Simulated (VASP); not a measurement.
**ZnCu: relaxation of cell and atoms with PBE**

ZnCu:

```
CELL_PARAMETERS angstrom
2.92055 0.00000 0.00000
0.00000 2.92055 0.00000
0.00000 0.00000 2.92055
ATOMIC_POSITIONS crystal
Zn 0.50000 0.50000 0.50000
Cu 0.00000 0.00000 0.00000
```

| Item | Value |
| --- | --- |
| Program | VASP 6.6.1 |
| Task | relaxation of cell and atoms |
| Functional | PBE |
| Potentials or basis | VASP PAW PBE potentials, release 64 (Zn, Cu) |
| Cutoff | 600 eV |
| k mesh | 14 × 14 × 14 |
| Occupations | gaussian, width 0.1 eV |
| Spin | no spin polarisation |
| Dipole correction | no |
| Further INCAR settings | ALGO = Normal; EDIFF = 1e-06; IBRION = 2; EDIFFG = -0.005; NSW = 100; ISIF = 3 |

The relaxed volume is 13.07 Å³/atom. The relaxed cell is a = 2.968 Å, b = 2.968 Å, c = 2.968 Å, α = 90.00°, β = 90.00°, γ = 90.00° and the space group after relaxing (to 0.1 Å) is Pm-3m (No. 221). The energy gained by relaxing is 11.3 meV/atom. The ionic steps are 3 and the pressure after relaxing is 0.0 GPa. The band gap on the k mesh is zero (an odd number of electrons rules out a gap without spin polarisation).

Step by step:
| step | energy change (eV) | largest force (eV/Å) | pressure (GPa) | volume (Å³) |
| --- | --- | --- | --- | --- |
| 1 | 0.0000 | 0.0000 | 6.22 | 24.91 |
| 2 | -0.0187 | 0.0000 | -2.19 | 26.70 |
| 3 | -0.0226 | 0.0000 | 0.00 | 26.14 |

Final structure:
```
Zn Cu
1.0
     2.96778    0.00000    0.00000
     0.00000    2.96778    0.00000
     0.00000    0.00000    2.96778
Zn Cu
1 1
Direct
  0.50000 0.50000 0.50000
  0.00000 0.00000 0.00000
```

Levels at points of the mesh, in eV from the Fermi level:
```tsv
k point	band 9	band 10	band 11	band 12	band 13	band 14	band 15
(0.00, 0.00, 0.00)	-2.71	-2.71	-2.71	6.14	6.14	6.14	11.10
(0.50, 0.00, 0.00)	-3.23	-3.23	-2.78	-2.00	11.50	11.50	12.14
(0.50, 0.50, 0.00)	-2.86	-2.48	-1.83	-1.83	1.64	2.00	13.67
(0.50, 0.50, 0.50)	-2.46	-2.46	3.68	4.27	4.27	4.27	4.43
```

It took 81 s on 1 thread of Intel Xeon 8259CL, with other jobs on the host, peak memory 0.19 GiB.
